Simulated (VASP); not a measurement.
A run of VASP 6.6.1 is set up as follows.

The input POSCAR:

```
Cu2O
1.0
    4.2458092684      0.0000000000      0.0000000000
    0.0000000000      4.2458092684      0.0000000000
    0.0000000000      0.0000000000      4.2458092684
Cu O
4 2
Direct
    0.2500000000      0.2500000000      0.2500000000
    0.2500000000      0.7500000000      0.7500000000
    0.7500000000      0.7500000000      0.2500000000
    0.7500000000      0.2500000000      0.7500000000
    0.0000000000      0.0000000000      0.0000000000
    0.5000000000      0.5000000000      0.5000000000
```

File INCAR.step1:

```
SYSTEM = Cu2O
PREC     = Accurate       ! precision mode
ENCUT    = 660            ! plane-wave cutoff, eV
ISMEAR   = 0              ! smearing method
SIGMA    = 0.02           ! smearing width, eV
LREAL    = .FALSE.        ! projectors in reciprocal space
LASPH    = .TRUE.         ! aspherical terms in the spheres
NELM     = 120            ! most SCF steps
NBANDS   = 37             ! bands
GGA      = PE             ! functional
ALGO     = Normal         ! electronic algorithm
EDIFF    = 1E-5           ! SCF threshold, eV
LWAVE    = .TRUE.         ! write WAVECAR
LCHARG   = .FALSE.        ! write CHGCAR
GGA_COMPAT= .FALSE.
```

INCAR.step2

```
SYSTEM = Cu2O
PREC     = Accurate       ! precision mode
ENCUT    = 660            ! plane-wave cutoff, eV
EDIFF    = 1E-6           ! SCF threshold, eV
ISMEAR   = 0              ! smearing method
SIGMA    = 0.02           ! smearing width, eV
LREAL    = .FALSE.        ! projectors in reciprocal space
LASPH    = .TRUE.         ! aspherical terms in the spheres
NELM     = 120            ! most SCF steps
ALGO     = Normal         ! electronic algorithm
ISIF     = 2              ! what is computed and relaxed
LWAVE    = .FALSE.        ! write WAVECAR
LCHARG   = .FALSE.        ! write CHGCAR
METAGGA  = R2SCAN         ! meta-GGA
LMIXTAU  = .TRUE.       
NBANDS   = 37             ! bands
ISTART   = 1            
GGA_COMPAT= .FALSE.
```

KPOINTS

```
Automatic mesh
0
G
  6 6 6
  0 0 0
```

Potentials or basis: VASP PAW PBE potentials, release 64 (Cu, O).

The run is started by

```console
$ cat potpaw_PBE.64/Cu/POTCAR potpaw_PBE.64/O/POTCAR > POTCAR
$ cp INCAR.step1 INCAR
$ mpirun -np 1 vasp_std > vasp.out
$ cp INCAR.step2 INCAR
$ mpirun -np 1 vasp_std > vasp.out
```

Task: What does it give for the pressure?

Result: 0.8 GPa.

Task: What does it give for the band gap on the k mesh?

Result: 0.79 eV, direct.

Caveat: the PAW data sets were made with another functional, which shifts forces and pressure a little.

**Measured values to compare with.**

“Importance of surface oxygen vacancies for ultrafast hot carrier relaxation and transport in Cu2O”, 2021, arxiv:2103.03167 quotes, for a bulk crystal of Cu2O: band gap 2.17 eV (direct).

Against the measured gap of Cu2O, 2.17 eV (direct; quoted in “Importance of surface oxygen vacancies for ultrafast hot carrier relaxation and transport in Cu2O”, 2021, arxiv:2103.03167), the calculated 0.79 eV is off by -1.38 eV. So large a miss can be the level of theory's own, or it may mean another phase, state or a wrong row. The value is that of r2SCAN on a finite k mesh, which can miss the band edges, without temperature or zero-point motion.
